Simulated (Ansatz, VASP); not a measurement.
**KF in VASP and in Ansatz**

The input INCAR:

```
PREC = Accurate
ENCUT = 520
EDIFF = 1E-6
ISMEAR = 0
SIGMA = 0.05
LREAL = F
LASPH = T
NELM = 100
ALGO = Normal
ISIF = 2
LWAVE = F
LCHARG = F
GGA = PE
NBANDS = 15
```

The input KPOINTS:

```
Automatic mesh
0
Gamma
  8 8 8
```

File POSCAR:

```
KF
1.0
    0.0592001923      2.7831354188      2.7831354188
    2.7831354188      0.0592001923      2.7831354188
    2.7831354188      2.7831354188      0.0592001923
K F
1 1
Direct
    0.0000000000      0.0000000000      0.0000000000
    0.5000000000      0.5000000000      0.5000000000
```

Input for Ansatz:

```yaml
crystal:
  lattice:
    - [0.0592001923, 2.7831354188, 2.7831354188]
    - [2.7831354188, 0.0592001923, 2.7831354188]
    - [2.7831354188, 2.7831354188, 0.0592001923]
  atoms:
    - { symbol: K, position: [0.0, 0.0, 0.0] }
    - { symbol: F, position: [0.5, 0.5, 0.5] }
basis:
  ecutwfc: 520.0
kpoints:
  mp_grid: { grid: [8, 8, 8] }
hamiltonian:
  xc: pbe
scf:
  occupations: { method: gaussian, width: 0.05 }
output:
  forces: true
  stress: true
  eigenvalues: true
```

Alike in both runs: task single point; functional PBE; k mesh 8 × 8 × 8; occupations gaussian, width 0.05 eV; no spin polarisation.

|  | VASP | Ansatz |
| --- | --- | --- |
| version | VASP 6.6.1 | Ansatz 0.2.0 |
| potentials or method | VASP PAW PBE potentials, release 64 (K_sv, F), cutoff 520 eV | scalar-relativistic, plane waves, PAW |
| valence electrons in the cell | 16 | 16 |

```csv
,VASP,Ansatz,Ansatz less VASP
gap on the k mesh at the Fermi level (eV),5.70,5.72,+0.014
least direct gap on the mesh (eV),5.70,5.72,+0.014
pressure (GPa),-1.2,-1.2,+0.02
"traceless stress, the component that is largest in VASP (GPa)",-0.31,-0.32,-0.002
```
